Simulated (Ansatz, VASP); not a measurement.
## Tl3Sb2Mo: VASP beside Ansatz

Contents of INCAR:

```
PREC     = Accurate       # precision mode
ENCUT    = 520            # plane-wave cutoff, eV
EDIFF    = 1E-6           # SCF threshold, eV
ISMEAR   = 0              # smearing method
SIGMA    = 0.1            # smearing width, eV
LREAL    = F              # projectors in reciprocal space
LASPH    = T              # aspherical terms in the spheres
NELM     = 150            # most SCF steps
ALGO     = Normal         # electronic algorithm
ISIF     = 2              # what is computed and relaxed
LWAVE    = F              # write WAVECAR
LCHARG   = F              # write CHGCAR
ISPIN    = 2              # spin polarisation
MAGMOM   = 0 0 0 0 0 1    # initial moments
LORBIT   = 11             # projections on sites
LMAXMIX  = 4              # l up to which the mixer works
GGA      = PE             # functional
NBANDS   = 44             # bands
```

File KPOINTS:

```
regular mesh
0
Gamma
  3 3 4
```

The input POSCAR:

```
Tl3Sb2Mo
1.0
    6.4507947400      0.0000000000      0.0000000000
   -3.2253973700      5.5865521200      0.0000000000
    0.0000000000      0.0000000000      4.9853017400
Tl Sb Mo
3 2 1
Direct
    0.5000000000      0.0000000000      0.5000000000
    0.5000000000      0.5000000000      0.5000000000
    0.0000000000      0.5000000000      0.5000000000
    0.3333333300      0.6666666700      0.0000000000
    0.6666666700      0.3333333300      0.0000000000
    0.0000000000      0.0000000000      0.0000000000
```

Input for Ansatz:

```yaml
crystal:
  lattice:
    - [6.45079474, 0.0, 0.0]
    - [-3.22539737, 5.58655212, 0.0]
    - [0.0, 0.0, 4.98530174]
  atoms:
    - { symbol: Tl, position: [0.5, 0.0, 0.5] }
    - { symbol: Tl, position: [0.5, 0.5, 0.5] }
    - { symbol: Tl, position: [0.0, 0.5, 0.5] }
    - { symbol: Sb, position: [0.33333333, 0.66666667, 0.0] }
    - { symbol: Sb, position: [0.66666667, 0.33333333, 0.0] }
    - { symbol: Mo, position: [0.0, 0.0, 0.0], spin: 1.0 }
basis:
  ecutwfc: 420
kpoints:
  mp_grid: { grid: [3, 3, 4] }
hamiltonian:
  xc: pbe
scf:
  occupations: { method: gaussian, width: 0.1 }
  lower_state_search: "off"
output:
  forces: true
  stress: true
  eigenvalues: true
  populations: true
magnetization:
  spin_polarized: true
```

Change from the starting cell: species swapped into the SmAl3Pd2 type (P6/mmm, No. 191).

Alike in both runs: task single point; functional PBE; k mesh 3 × 3 × 4; occupations gaussian, width 0.1 eV; collinear spin.

|  | VASP | Ansatz |
| --- | --- | --- |
| version | VASP 6.6.1 | Ansatz 0.2.0 |
| potentials or method | VASP PAW PBE potentials, release 64 (Tl_d, Sb, Mo_sv), cutoff 520 eV | scalar-relativistic, plane waves, PAW |
| valence electrons in the cell | 63 | 83 |

VASP gave:

| Quantity | Value |
| --- | --- |
| gap on the k mesh at the Fermi level (eV) | none |
| pressure (GPa) | 3.2 |
| traceless stress, the component that is largest in VASP (GPa) | 4.58 |
| net moment per atom (μB) | 0.73 |
| size of the moment on the site where the two differ most (μB) | 3.64 |

**Question.** Estimate Ansatz's values.

**Answer.** gap on the k mesh at the Fermi level (eV): none; pressure (GPa): 3.2; traceless stress, the component that is largest in VASP (GPa): 4.60; net moment per atom (μB): 0.73; size of the moment on the site where the two differ most (μB): 4.09.

Site moments also hang on the region over which each program counts them. A gap of «none» marks a metal or a gap that the smearing closes. VASP's potentials hold 63 valence electrons a cell and Ansatz's 83, so a difference there can come from the potentials and not from the codes.

The k mesh is coarse, so the values compare programs but aren't converged. Spin-orbit coupling is off throughout.
